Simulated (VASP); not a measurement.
# NaH13O7 in VASP: single point with PBE+D3(BJ)

Aim: the single point of NaH13O7 with PBE+D3(BJ).

All numbers are computed with VASP 6.6.1; they aren't measurements. Logs are shortened: lines on timing, memory, paths and dates and some standing lists are left out, and cuts for length are marked.

### 1 The cell of the first run

The cell holds a disordered packing, 21 atoms: a = 6.073 Å, b = 6.073 Å, c = 6.073 Å, α = 90.00°, β = 90.00°, γ = 90.00°.

### 2 Single point, PBE+D3(BJ)

The input, INCAR:

```
SYSTEM = NaH13O7
ALGO = Normal
EDIFF = 1E-6
ENCUT = 840
GGA = PE
GGA_COMPAT = .False.
ISIF = 2
ISMEAR = -1
IVDW = 12
LASPH = .True.
LCHARG = .False.
LREAL = Auto
LWAVE = .False.
NBANDS = 48
NELM = 120
PREC = Accurate
SIGMA = 0.02
```

The input, KPOINTS:

```
k-points
0
Gamma
  1 1 1
  0 0 0
```

The input, POSCAR:

```
NaH13O7
1.0
    6.0731780000      0.0000000000      0.0000000000
    0.0000000000      6.0731780000      0.0000000000
    0.0000000000      0.0000000000      6.0731780000
O H Na
7 13 1
Direct
    0.6872013441      0.3450360833      0.1892951486
    0.2212739307      0.1105797015      0.2166344018
    0.5351529955      0.0939743171      0.5955642744
   -0.0472874093      0.3818745921      0.5274532199
    0.8684930506      0.8164806331      0.9825838488
    0.2627015848      0.5281781512      1.0112282451
    0.6522263148      0.5218640157      0.7767485601
    0.5483311514      0.4241075569      0.2068095310
    0.7910513320      0.4135911220      0.2959122659
    0.2247319753      0.2563726352      0.1439013274
    0.2887003110      0.0120655271      0.1091173752
    0.5576352312      0.2476433106      0.6477829897
    0.4199623344      0.1072343465      0.4834101883
    0.0960746013      0.4367757727      0.5706096072
   -0.1652420923      0.4492058829      0.6383743052
    0.7674880585      0.7029168525      0.8907084592
    0.8655003635      0.9484092690      0.8923033336
    0.1446795127      0.6362273506      0.9833541823
    0.3886896232      0.5567854256      0.9078809010
    0.6830100851      0.4276485647      0.9060415084
    0.8517330015      1.0272272896      0.3398224269
```

Potentials or basis: VASP PAW PBE potentials, release 64 (O, H, Na_sv).

The run is started by

```
cat potpaw_PBE.64/O/POTCAR potpaw_PBE.64/H/POTCAR potpaw_PBE.64/Na_sv/POTCAR > POTCAR
mpirun -np 1 vasp_gam > vasp.out
```

OUTCAR:

```text
SYSTEM = NaH13O7
   EDIFF = 1E-6
   ENCUT = 840
   GGA = PE
   ISIF = 2
   ISMEAR = -1
   IVDW = 12
   LASPH = .True.
   LREAL = Auto
   NELM = 120
   PREC = Accurate
 IVDW          = 12

 ion  position               nearest neighbor table
   1  0.687  0.345  0.189-   8 0.98   9 1.00
   2  0.221  0.111  0.217-  11 0.98  10 0.99
   3  0.535  0.094  0.596-  13 0.98  12 1.00
   4  0.953  0.382  0.527-  14 0.97  15 1.06
   5  0.868  0.816  0.983-  17 0.97  16 1.08
   6  0.263  0.528  0.011-  18 0.99  19 1.00
   7  0.652  0.522  0.777-  20 0.99
   8  0.548  0.424  0.207-   1 0.98
   9  0.791  0.414  0.296-   1 1.00
  10  0.225  0.256  0.144-   2 0.99
  11  0.289  0.012  0.109-   2 0.98
  12  0.558  0.248  0.648-   3 1.00
  13  0.420  0.107  0.483-   3 0.98
  14  0.096  0.437  0.571-   4 0.97
  15  0.835  0.449  0.638-   4 1.06
  16  0.767  0.703  0.891-   5 1.08
  17  0.866  0.948  0.892-   5 0.97
  18  0.145  0.636  0.983-   6 0.99
  19  0.389  0.557  0.908-   6 1.00
  20  0.683  0.428  0.906-   7 0.99
  21  0.852  0.027  0.340-

  LATTYP: Found a simple cubic cell.
 ALAT       =     6.0731780000

  Lattice vectors:

 A1 = (   6.0731780000,   0.0000000000,   0.0000000000)
 A2 = (   0.0000000000,   6.0731780000,   0.0000000000)
 A3 = (   0.0000000000,   0.0000000000,   6.0731780000)

Analysis of symmetry for initial positions (statically):
=====================================================================
 Subroutine PRICEL returns:
 Original cell was already a primitive cell.

 Routine SETGRP: Setting up the symmetry group for a
 simple cubic supercell.

 Subroutine GETGRP returns: Found  1 space group operations
 (whereof  1 operations were pure point group operations)
 out of a pool of 48 trial point group operations.

The static configuration has the point symmetry C_1 .

Analysis of symmetry for dynamics (positions and initial velocities):
=====================================================================
 Subroutine PRICEL returns:
 Original cell was already a primitive cell.

 Routine SETGRP: Setting up the symmetry group for a
 simple cubic supercell.

 Subroutine GETGRP returns: Found  1 space group operations
 (whereof  1 operations were pure point group operations)
 out of a pool of 48 trial point group operations.

The dynamic configuration has the point symmetry C_1 .

 Subroutine INISYM returns: Found  1 space group operations
 (whereof  1 operations are pure point group operations),
 and found     1 'primitive' translations

----------------------------------------------------------------------------------------

                                     Primitive cell

  volume of cell :     224.0000

  direct lattice vectors                    reciprocal lattice vectors
     6.073178000  0.000000000  0.000000000     0.164658437  0.000000000  0.000000000
     0.000000000  6.073178000  0.000000000     0.000000000  0.164658437  0.000000000
     0.000000000  0.000000000  6.073178000     0.000000000  0.000000000  0.164658437

  length of vectors
     6.073178000  6.073178000  6.073178000     0.164658437  0.164658437  0.164658437

  position of ions in fractional coordinates (direct lattice)
     0.687201344  0.345036083  0.189295149
     0.221273931  0.110579702  0.216634402
     0.535152995  0.093974317  0.595564274
     0.952712591  0.381874592  0.527453220
     0.868493051  0.816480633  0.982583849
     0.262701585  0.528178151  0.011228245
[... 13 lines left out ...]
     0.683010085  0.427648565  0.906041508
     0.851733002  0.027227290  0.339822427

  ion indices of the primitive-cell ions
   primitive index   ion index
                 1           1
                 2           2
                 3           3
                 4           4
                 5           5
                 6           6
[... 13 lines left out ...]
                20          20
                21          21

----------------------------------------------------------------------------------------

 KPOINTS: k-points

Automatic generation of k-mesh.
 Grid dimensions read from file:
 generate k-points for:    1    1    1

 Generating k-lattice:

  Cartesian coordinates                     Fractional coordinates (reciprocal lattice)
     0.164658437  0.000000000  0.000000000     1.000000000  0.000000000  0.000000000
     0.000000000  0.164658437  0.000000000     0.000000000  1.000000000  0.000000000
     0.000000000  0.000000000  0.164658437     0.000000000  0.000000000  1.000000000

  Length of vectors
     0.164658437  0.164658437  0.164658437

  Shift w.r.t. Gamma in fractional coordinates (k-lattice)
     0.000000000  0.000000000  0.000000000

 Subroutine IBZKPT returns following result:
 ===========================================

 Found      1 irreducible k-points:

 Following reciprocal coordinates:
            Coordinates               Weight
  0.000000  0.000000  0.000000      1.000000
   k-points           NKPTS =      1   k-points in BZ     NKDIM =      1   number of bands    NBANDS=     48
   number of dos      NEDOS =    301   number of ions     NIONS =     21
   total plane-waves  NPLWV = 216000
   dimension x,y,z NGX =    60 NGY =   60 NGZ =   60
   dimension x,y,z NGXF=   120 NGYF=  120 NGZF=  120
   ions per type =               7  13   1
   NGX,Y,Z   is equivalent  to a cutoff of  16.42, 16.42, 16.42 a.u.
   NGXF,Y,Z  is equivalent  to a cutoff of  32.85, 32.85, 32.85 a.u.
 SYSTEM =  NaH13O7
   PREC   = accura    normal or accurate (medium, high low for compatibility)
   ISTART =      0    job   : 0-new  1-cont  2-samecut
   ICHARG =      2    charge: 1-file 2-atom 10-const
   ISPIN  =      1    spin polarized calculation?
   LNONCOLLINEAR =      F non collinear calculations
   LSORBIT =      F    spin-orbit coupling
   LASPH  =      T    aspherical Exc in radial PAW
   ENCUT  =  840.0 eV  61.74 Ry    7.86 a.u.  14.35 14.35 14.35*2*pi/ulx,y,z
   NELM   =    120;   NELMIN=  2; NELMDL= -5     # of ELM steps
   EDIFF  = 0.1E-05   stopping-criterion for ELM
   LREAL  =      T    real-space projection
   EDIFFG = 0.1E-04   stopping-criterion for IOM
   NSW    =      0    number of steps for IOM
   IBRION =     -1    ionic relax: 0-MD 1-quasi-New 2-CG
   NFREE  =      0    steps in history (QN), initial steepest desc. (CG)
   ISIF   =      2    stress and relaxation
   ISYM   =      2    0-nonsym 1-usesym 2-fastsym
   POTIM  = 0.5000    time-step for ionic-motion
   TEBEG  =    0.0;   TEEND  =   0.0 temperature during run
   PSTRESS=    0.0 pullay stress
   NELECT =      64.0000    total number of electrons
   NUPDOWN=      -1.0000    fix difference up-down
   EMIN   =  10.00;   EMAX   =-10.00  energy-range for DOS
   EFERMI =   0.00;   METHOD = LEGACY
   ISMEAR =    -1;   SIGMA  =   0.02  broadening in eV -4-tet -1-fermi 0-gaus
   EFERMI_NEDOS =   21; number of points for ismear=-14 and -15
   IALGO  =     38    algorithm
   IMIX   =      4    mixing-type and parameters
     AMIX     =   0.40;   BMIX     =  1.00
     AMIX_MAG =   1.60;   BMIX_MAG =  1.00
  volume/ion in A,a.u.               =      10.67        71.98
  Fermi-wavevector in a.u.,A,eV,Ry     =   1.078248  2.037594 15.818399  1.162620
  Thomas-Fermi vector in A             =   2.214182
   LORBIT       =      0    0 simple, 1 ext, 2 COOP (PROOUT), +10 PAW based schemes
   GGA     = PE    functional components
   LHFCALC =     F    Hartree Fock is set to
   AEXX    =    0.0000 exact exchange contribution
   IVDW    =    12    specifies the selected vdW correction
   LEPSILON=     F    determine dielectric tensor
   LRPA    =     F    only Hartree local field effects (RPA)
 non-spin polarized calculation
  energy-cutoff  :      840.00
  volume of cell :      224.00
 maximum number of plane-waves:      6147
 NGX is ok and might be reduce to    60
   NGX = 29   NGY = 29   NGZ = 29

 number of electron      63.9999999 magnetization

 Free energy of the ion-electron system (eV)
  ---------------------------------------------------
  ext. energy  EPLUGINS =         0.00000000
  ---------------------------------------------------
  free energy    TOTEN  =      -101.37825407 eV

  energy without entropy =     -101.37825407  energy(sigma->0) =     -101.37825407

 E-fermi :  -2.1692     XC(G=0):  -6.8168

 val. band max:       -2.7800635431   @ k =   0.0000   0.0000   0.0000
 cond. band min:       1.0490829728   @ k =   0.0000   0.0000   0.0000
 fundamental gap:      3.8291465158
 Fermi energy:        -2.1692381577

 k-point     1 :       0.0000    0.0000    0.0000
  band No.  band energies     occupation
      1     -52.1508      2.00000
      2     -24.1318      2.00000
      3     -24.0751      2.00000
      4     -24.0420      2.00000
      5     -22.2613      2.00000
      6     -22.0037      2.00000
[... 36 lines left out ...]
     43       7.8430      0.00000
     44       7.9564      0.00000
 [bands above 44 left out]

------------------------ aborting loop because EDIFF is reached ----------------------------------------

 Edisp (eV)   -0.87990

 E8    (eV) :    -0.2184

  FORCE on cell =-STRESS in cart. coord.  units (eV):
  Direction    XX          YY          ZZ          XY          YZ          ZX
  --------------------------------------------------------------------------------------
  -------------------------------------------------------------------------------------
  Total      -1.74311    -1.20812    -0.15194     0.79611    -0.90243     0.19284
  in kB     -12.46772    -8.64118    -1.08676     5.69424    -6.45470     1.37933
  external pressure =       -7.40 kB  Pullay stress =        0.00 kB

 VOLUME and BASIS-vectors are now :
 -----------------------------------------------------------------------------
  energy-cutoff  :      840.00
  volume of cell :      224.00
      direct lattice vectors                 reciprocal lattice vectors
     6.073178000  0.000000000  0.000000000     0.164658437  0.000000000  0.000000000
     0.000000000  6.073178000  0.000000000     0.000000000  0.164658437  0.000000000
     0.000000000  0.000000000  6.073178000     0.000000000  0.000000000  0.164658437

 POSITION                                       TOTAL-FORCE (eV/Angst)
 -----------------------------------------------------------------------------------
      4.17350      2.09547      1.14962        -0.066811      0.126797     -0.003408
      1.34384      0.67157      1.31566         0.069139     -0.118838     -0.004669
      3.25008      0.57072      3.61697         0.064046      0.169589      0.063984
      5.78599      2.31919      3.20332        -0.083349      0.034765      0.011031
      5.27451      4.95863      5.96741        -0.140818     -0.256844     -0.143737
      1.59543      3.20772      0.06819         0.166193      0.118457     -0.109878
[... 13 lines left out ...]
      4.14804      2.59719      5.50255        -0.001958      0.100335     -0.175956
      5.17273      0.16536      2.06380        -0.034956     -0.028879     -0.009663
 -----------------------------------------------------------------------------------
    total drift:                                0.006870      0.001864     -0.000607

  FREE ENERGIE OF THE ION-ELECTRON SYSTEM (eV)
  ---------------------------------------------------
  free  energy   TOTEN  =      -102.2581566598 eV

  energy  without entropy=     -102.2581566598  energy(sigma->0) =     -102.25815666
```

Wall time 70 s (1 thread of Intel Xeon Platinum 8259CL at 2.50GHz (Skylake/Cascade Lake), shared host); peak memory 0.43 GiB.

Results:

| Item | Value |
| --- | --- |
| Free energy | -102.2582 eV |
| Pressure | -0.7 GPa |
| Largest force | 0.388 eV/Å |
| Dispersion energy per atom | -0.042 eV |

Forces on the atoms (eV/Å):
```
O   -0.067  0.127 -0.003
O    0.069 -0.119 -0.005
O    0.064  0.170  0.064
O   -0.083  0.035  0.011
O   -0.141 -0.257 -0.144
O    0.166  0.118 -0.110
O   -0.027 -0.172  0.227
H    0.009 -0.091  0.011
H    0.096 -0.083  0.022
H   -0.020  0.173 -0.071
H   -0.059  0.024  0.080
H   -0.005 -0.134  0.002
H   -0.101 -0.071 -0.105
H    0.063  0.035  0.032
H   -0.007 -0.001 -0.029
H    0.244  0.238  0.186
H    0.010  0.106 -0.037
H   -0.035 -0.058  0.090
H   -0.139 -0.112 -0.037
H   -0.002  0.100 -0.176
Na  -0.035 -0.029 -0.010
```

Levels at points of the mesh, in eV from the Fermi level:
```csv
k point,band 29,band 30,band 31,band 32,band 33,band 34,band 35,band 36
"(0.00, 0.00, 0.00)",-1.52,-1.30,-0.65,-0.61,3.22,6.64,6.71,7.19
```

Caveat: the k points lie up to 1.03 Å⁻¹ apart, too coarse for converged energies, forces and pressures.
